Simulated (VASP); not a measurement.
Here is a VASP 6.6.1 calculation.

Contents of INCAR:

```
PREC = Accurate ; ENCUT = 520
EDIFF = 1E-6 ; ISMEAR = -1
SIGMA = 0.2482 ; LREAL = False
LASPH = True ; NELM = 120
ALGO = Normal ; ISIF = 2
LWAVE = False ; LCHARG = False
GGA = PE ; ISYM = -1
NBANDS = 40 ; GGA_COMPAT = False
```

Contents of KPOINTS:

```
explicit points
1
Reciprocal
  0.25000000   0.25000000   0.25000000 1
```

File POSCAR:

```
BC6
1.0
    4.9729980000     -0.1966600000      0.0225860000
   -0.1966600000      4.9296060000     -0.1069400000
    0.0225860000     -0.1069400000      4.8244630000
C B
12 2
Direct
    0.2089836322      0.8835150973      0.1590761501
    0.2720260454      0.2220808367      0.7240076967
    0.4458352334      0.6473713322      0.4712796545
    0.9354013676      0.5444433443      1.0307756109
    0.6927310287      1.0263610870      0.2137674248
   -0.0918785633      0.6496446831      0.5283819508
    0.6675371361      0.5004077687      0.4908947614
    0.4670412920      0.8799225682      0.2773913542
   -0.0554245923      0.8454975782      0.2859709632
    0.2368397578     -0.0403850945      0.8670515154
    0.5414582379      0.3160524262      0.7282004797
    0.9786056979      0.7661042950      0.8413571428
    0.1848011296      0.5273735325      0.5917218988
    0.7218781672      0.2599304126      0.9997004056
```

Potentials or basis: VASP PAW PBE potentials, release 64 (C, B).

The run is started by

```sh
$ cat potpaw_PBE.64/C/POTCAR potpaw_PBE.64/B/POTCAR > POTCAR
$ mpirun -np 1 vasp_std > vasp.out
```

Question: What does it give for the pressure?

Answer: -1.1 GPa.

Question: Predict the largest force.

Answer: 7.422 eV/Å.

Forces on the atoms (eV/Å):
```
C    2.734  3.348  1.096
C    0.231  0.922  0.144
C   -0.487  1.797 -2.926
C   -1.281  1.724  0.137
C    4.450 -0.576 -2.081
C    4.737  3.062  0.489
C   -4.914 -2.934  4.725
C   -2.986 -2.891  3.058
C   -1.122 -1.456  0.817
C   -6.923  0.145  0.322
C    4.242 -0.383  0.732
C    0.988 -2.002 -5.905
B   -1.177 -2.573 -0.647
B    1.507  1.817  0.040
```

Caveat: the atoms stand as in a frame of molecular dynamics.
